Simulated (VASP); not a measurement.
The system is Ba2Cu.

```
CELL_PARAMETERS angstrom
5.11572 0.00000 0.00000
-2.55786 4.43035 0.00000
0.00000 0.00000 3.59822
ATOMIC_POSITIONS crystal
Ba 0.33333 0.66667 0.50000
Ba 0.66667 0.33333 0.50000
Cu 0.00000 0.00000 0.00000
```

```yaml
Program: VASP 6.6.1
Task: relaxation of cell and atoms
Functional: PBE
Potentials_or_basis: VASP PAW PBE potentials, release 64 (Ba_sv, Cu)
Cutoff: 600 eV
k_mesh: 6 × 6 × 6
Occupations: gaussian, width 0.1 eV
Spin: no spin polarisation
```

At the start: pressure 11.6 GPa; volume 27.18 Å³/atom.

Problem. Where does the relaxation end?

Solution. Over 4 steps the energy falls by 291.0 meV/atom and the volume is 35.65 Å³/atom (+31.1 %); space group P6/mmm (No. 191, to 0.05 Å).

Step by step:
```tsv
step	energy change (eV)	largest force (eV/Å)	pressure (GPa)	volume (Å³)
1	0.0000	0.0000	11.60	81.55
2	-0.8716	0.0000	-0.05	106.69
3	-0.8722	0.0000	-0.02	107.28
4	-0.8729	0.0000	0.04	106.95
```

Final structure:
```
Ba Cu
1.0
     5.80483    0.00000    0.00000
    -2.90242    5.02713    0.00000
     0.00000    0.00000    3.66490
Ba Cu
2 1
Direct
  0.33333 0.66667 0.50000
  0.66667 0.33333 0.50000
  0.00000 0.00000 0.00000
```

Caveat: the volume moved by over 15 % at a fixed basis, so the end points are rough.
